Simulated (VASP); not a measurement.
# SiC (P6_3mc) in VASP: a series of runs, part 2 of 2

VASP 6.6.1. The steps go on from the part before.

## Step 5: Single point, PBE

Contents of INCAR:

```
ALGO     = Normal         # electronic algorithm
EDIFF    = 1E-6           # SCF threshold, eV
ENCUT    = 520            # plane-wave cutoff, eV
GGA      = PE             # functional
ISIF     = 2              # what is computed and relaxed
ISMEAR   = 0              # smearing method
LASPH    = T              # aspherical terms in the spheres
LCHARG   = T              # write CHGCAR
LELF     = T              # ELF
LREAL    = F              # projectors in reciprocal space
LVHAR    = T            
LWAVE    = F              # write WAVECAR
NBANDS   = 16             # bands
NELM     = 80             # most SCF steps
PREC     = Accurate       # precision mode
SIGMA    = 0.01           # smearing width, eV
```

Contents of KPOINTS:

```
k-points
0
Gamma
  9 9 4
```

Contents of POSCAR:

```
SiC
1.0
    3.0753562473      0.0000000000      0.0000000000
   -1.5376781236      2.6633366358      0.0000000000
    0.0000000000      0.0000000000      5.0481081049
Si C
2 2
Direct
    0.3333333333      0.6666666667     -0.0004084052
    0.6666666667      0.3333333333      0.4995915948
    0.3333333333      0.6666666667      0.3754084052
    0.6666666667      0.3333333333      0.8754084052
```

Potentials or basis: VASP PAW PBE potentials, release 64 (Si, C).

Started as:

```
cat potpaw_PBE.64/Si/POTCAR potpaw_PBE.64/C/POTCAR > POTCAR
mpirun -np 1 vasp_std > vasp.out
```

OUTCAR:

```text
EDIFF = 1E-6
   ENCUT = 520
   GGA = PE
   ISIF = 2
   ISMEAR = 0
   LASPH = T
   LREAL = F
   NELM = 80
   PREC = Accurate

 ion  position               nearest neighbor table
   1  0.333  0.667  1.000-   4 1.88   4 1.88   4 1.88   3 1.90   2 3.09   2 3.09   2 3.09   2 3.09
                             2 3.09   2 3.09
   2  0.667  0.333  0.500-   3 1.88   3 1.88   3 1.88   4 1.90   1 3.09   1 3.09   1 3.09   1 3.09
                             1 3.09   1 3.09
   3  0.333  0.667  0.375-   2 1.88   2 1.88   2 1.88   1 1.90
   4  0.667  0.333  0.875-   1 1.88   1 1.88   1 1.88   2 1.90

  LATTYP: Found a hexagonal cell.
 ALAT       =     3.0753562473
 C/A-ratio  =     1.6414710033

  Lattice vectors:

 A1 = (   3.0753562473,   0.0000000000,   0.0000000000)
 A2 = (  -1.5376781236,   2.6633366358,   0.0000000000)
 A3 = (   0.0000000000,   0.0000000000,   5.0481081049)

Analysis of symmetry for initial positions (statically):
=====================================================================
 Subroutine PRICEL returns:
 Original cell was already a primitive cell.

 Routine SETGRP: Setting up the symmetry group for a
 hexagonal supercell.

 Subroutine GETGRP returns: Found 12 space group operations
 (whereof  6 operations were pure point group operations)
 out of a pool of 24 trial point group operations.

The static configuration has the point symmetry C_3v.
 The point group associated with its full space group is C_6v.

Analysis of symmetry for dynamics (positions and initial velocities):
=====================================================================
 Subroutine PRICEL returns:
 Original cell was already a primitive cell.

 Routine SETGRP: Setting up the symmetry group for a
 hexagonal supercell.

 Subroutine GETGRP returns: Found 12 space group operations
 (whereof  6 operations were pure point group operations)
 out of a pool of 24 trial point group operations.

The dynamic configuration has the point symmetry C_3v.
 The point group associated with its full space group is C_6v.

 Subroutine INISYM returns: Found 12 space group operations
 (whereof  6 operations are pure point group operations),
 and found     1 'primitive' translations

----------------------------------------------------------------------------------------

                                     Primitive cell

  volume of cell :      41.3476

  direct lattice vectors                    reciprocal lattice vectors
     3.075356247  0.000000000  0.000000000     0.325165581  0.187734436  0.000000000
    -1.537678124  2.663336636  0.000000000     0.000000000  0.375468871  0.000000000
     0.000000000  0.000000000  5.048108105     0.000000000  0.000000000  0.198094014

  length of vectors
     3.075356247  3.075356247  5.048108105     0.375468871  0.375468871  0.198094014

  position of ions in fractional coordinates (direct lattice)
     0.333333333  0.666666667  0.999591595
     0.666666667  0.333333333  0.499591595
     0.333333333  0.666666667  0.375408405
     0.666666667  0.333333333  0.875408405

  ion indices of the primitive-cell ions
   primitive index   ion index
                 1           1
                 2           2
                 3           3
                 4           4

----------------------------------------------------------------------------------------

 KPOINTS: k-points

Automatic generation of k-mesh.
 Grid dimensions read from file:
 generate k-points for:    9    9    4

 Generating k-lattice:

  Cartesian coordinates                     Fractional coordinates (reciprocal lattice)
     0.036129509  0.020859382  0.000000000     0.111111111  0.000000000  0.000000000
     0.000000000  0.041718763  0.000000000     0.000000000  0.111111111  0.000000000
     0.000000000  0.000000000  0.049523504     0.000000000  0.000000000  0.250000000

  Length of vectors
     0.041718763  0.041718763  0.049523504

  Shift w.r.t. Gamma in fractional coordinates (k-lattice)
     0.000000000  0.000000000  0.000000000

 Subroutine IBZKPT returns following result:
 ===========================================

 Found     36 irreducible k-points:

 Following reciprocal coordinates:
            Coordinates               Weight
  0.000000  0.000000  0.000000      1.000000
  0.111111 -0.000000  0.000000      6.000000
  0.222222 -0.000000  0.000000      6.000000
  0.333333 -0.000000  0.000000      6.000000
  0.444444 -0.000000  0.000000      6.000000
  0.111111  0.111111  0.000000      6.000000
[... 16 lines left out ...]
  0.333333  0.222222  0.250000     24.000000
  0.333333  0.333333  0.250000      4.000000
 [... further k-points ...]
   k-points           NKPTS =     36   k-points in BZ     NKDIM =     36   number of bands    NBANDS=     16
   number of dos      NEDOS =    301   number of ions     NIONS =      4
   total plane-waves  NPLWV =  23040
   dimension x,y,z NGX =    24 NGY =   24 NGZ =   40
   dimension x,y,z NGXF=    48 NGYF=   48 NGZF=   80
   ions per type =               2   2
   NGX,Y,Z   is equivalent  to a cutoff of  12.97, 12.97, 13.17 a.u.
   NGXF,Y,Z  is equivalent  to a cutoff of  25.95, 25.95, 26.35 a.u.
 SYSTEM =  unknown system
   PREC   = accura    normal or accurate (medium, high low for compatibility)
   ISTART =      0    job   : 0-new  1-cont  2-samecut
   ICHARG =      2    charge: 1-file 2-atom 10-const
   ISPIN  =      1    spin polarized calculation?
   LNONCOLLINEAR =      F non collinear calculations
   LSORBIT =      F    spin-orbit coupling
   LASPH  =      T    aspherical Exc in radial PAW
   ENCUT  =  520.0 eV  38.22 Ry    6.18 a.u.   5.72  5.72  9.39*2*pi/ulx,y,z
   NELM   =     80;   NELMIN=  2; NELMDL= -5     # of ELM steps
   EDIFF  = 0.1E-05   stopping-criterion for ELM
   LREAL  =      F    real-space projection
   EDIFFG = 0.1E-04   stopping-criterion for IOM
   NSW    =      0    number of steps for IOM
   IBRION =     -1    ionic relax: 0-MD 1-quasi-New 2-CG
   NFREE  =      0    steps in history (QN), initial steepest desc. (CG)
   ISIF   =      2    stress and relaxation
   ISYM   =      2    0-nonsym 1-usesym 2-fastsym
   POTIM  = 0.5000    time-step for ionic-motion
   TEBEG  =    0.0;   TEEND  =   0.0 temperature during run
   PSTRESS=    0.0 pullay stress
   NELECT =      16.0000    total number of electrons
   NUPDOWN=      -1.0000    fix difference up-down
   EMIN   =  10.00;   EMAX   =-10.00  energy-range for DOS
   EFERMI =   0.00;   METHOD = LEGACY
   ISMEAR =     0;   SIGMA  =   0.01  broadening in eV -4-tet -1-fermi 0-gaus
   EFERMI_NEDOS =   21; number of points for ismear=-14 and -15
   IALGO  =     38    algorithm
   IMIX   =      4    mixing-type and parameters
     AMIX     =   0.40;   BMIX     =  1.00
     AMIX_MAG =   1.60;   BMIX_MAG =  1.00
  volume/ion in A,a.u.               =      10.34        69.76
  Fermi-wavevector in a.u.,A,eV,Ry     =   1.192975  2.254396 19.363676  1.423190
  Thomas-Fermi vector in A             =   2.329001
   LORBIT       =      0    0 simple, 1 ext, 2 COOP (PROOUT), +10 PAW based schemes
   GGA     = PE    functional components
   LHFCALC =     F    Hartree Fock is set to
   AEXX    =    0.0000 exact exchange contribution
   IVDW    =     0    specifies the selected vdW correction
   LEPSILON=     F    determine dielectric tensor
   LRPA    =     F    only Hartree local field effects (RPA)
 non-spin polarized calculation
 Gauss-broadening in eV      SIGMA  =   0.01
  energy-cutoff  :      520.00
  volume of cell :       41.35
 maximum number of plane-waves:      1124
 NGX is ok and might be reduce to    24
   NGX = 11   NGY = 11   NGZ = 19

 number of electron      16.0000000 magnetization

 Free energy of the ion-electron system (eV)
  ---------------------------------------------------
  ext. energy  EPLUGINS =         0.00000000
  ---------------------------------------------------
  free energy    TOTEN  =       -30.10325574 eV

  energy without entropy =      -30.10325574  energy(sigma->0) =      -30.10325574

 E-fermi :   8.3148     XC(G=0): -11.3520

 val. band max:        8.2644596131   @ k =   0.0000   0.0000   0.0000
 cond. band min:      10.5380322676   @ k =   0.3333   0.3333   0.0000
 fundamental gap:      2.2735726545
 Fermi energy:         8.3147767430

 k-point     1 :       0.0000    0.0000    0.0000
  band No.  band energies     occupation
      1      -7.3082      2.00000
      2      -3.7417      2.00000
      3      -0.4360      2.00000
      4       6.9484      2.00000
      5       6.9484      2.00000
      6       8.1517      2.00000
[... 433 lines left out ...]
      3       1.1281      2.00000
      4       1.1281      2.00000
      5       1.8123      2.00000
      6       3.7555      2.00000
[... 8 lines left out ...]
     15      20.2935      0.00000
     16      20.8349      0.00000

 [... further k-points ...]
[... 5 lines left out ...]
  --------------------------------------------------------------------------------------
  -------------------------------------------------------------------------------------
  Total        0.9081179      0.9081179      0.8569243      0.0000000      0.0000000      0.0000000
  in kB       35.1886562     35.1886562     33.2049570      0.0000000      0.0000000      0.0000000
  external PRESSURE =      34.5274231 kB  Pullay stress =       0.0000000 kB

 VOLUME and BASIS-vectors are now :
 -----------------------------------------------------------------------------
  energy-cutoff  :      520.00
  volume of cell :       41.35
      direct lattice vectors                 reciprocal lattice vectors
     3.075356247  0.000000000  0.000000000     0.325165581  0.187734436  0.000000000
    -1.537678124  2.663336636  0.000000000     0.000000000  0.375468871  0.000000000
     0.000000000  0.000000000  5.048108105     0.000000000  0.000000000  0.198094014

 POSITION                                       TOTAL-FORCE (eV/Angst)
 -----------------------------------------------------------------------------------
     -0.00000      1.77556      5.04605         0.000000     -0.000000      0.001699
      1.53768      0.88778      2.52199        -0.000000      0.000000      0.001699
     -0.00000      1.77556      1.89510        -0.000000      0.000000     -0.001699
      1.53768      0.88778      4.41916         0.000000      0.000000     -0.001699
 -----------------------------------------------------------------------------------
    total drift:                               -0.000000      0.000000     -0.000188

  FREE ENERGIE OF THE ION-ELECTRON SYSTEM (eV)
  ---------------------------------------------------
  free  energy   TOTEN  =       -30.1032557388 eV

  energy  without entropy=      -30.1032557388  energy(sigma->0) =      -30.10325574
```

Wall time 13 s (1 thread of AMD EPYC 9R45 (Zen 5), shared host); peak memory 0.13 GiB.

Results:

| Property | Result |
| --- | --- |
| Free energy | -30.1033 eV |
| Pressure | 3.5 GPa |
| Band gap on the k mesh | 2.27 eV, indirect (least direct gap 4.01 eV) |

A k mesh can miss the band edges.

## Step 6: Overview

| level | potentials or basis | k mesh | gap on the mesh (eV) | pressure (GPa) | largest force (eV/Å) |
| --- | --- | --- | --- | --- | --- |
| PBE | VASP PAW PBE potentials, release 64 (Si, C) | 6 × 6 × 4 | 2.27 | 3.5 | - |
| LDA | VASP PAW LDA potentials, release 64 (Si, C) | 6 × 6 × 4 | 2.14 | -3.8 | 0.01 |
| r2SCAN | VASP PAW PBE potentials, release 64 (Si, C) | 6 × 6 × 4 | 2.66 | -0.2 | 0.01 |
| PBE | VASP PAW PBE potentials, release 64 (Si, C) | 9 × 9 × 4 | 2.27 | 3.5 | - |

Alike in all rows: task single point; no spin polarisation; cell as given; cutoff (eV) 520; smearing gaussian 0.01 eV.

Caveats: the PAW data sets were made with another functional, which shifts forces and pressure a little (some runs).

Absolute energies hang on the potentials; compare differences alone.
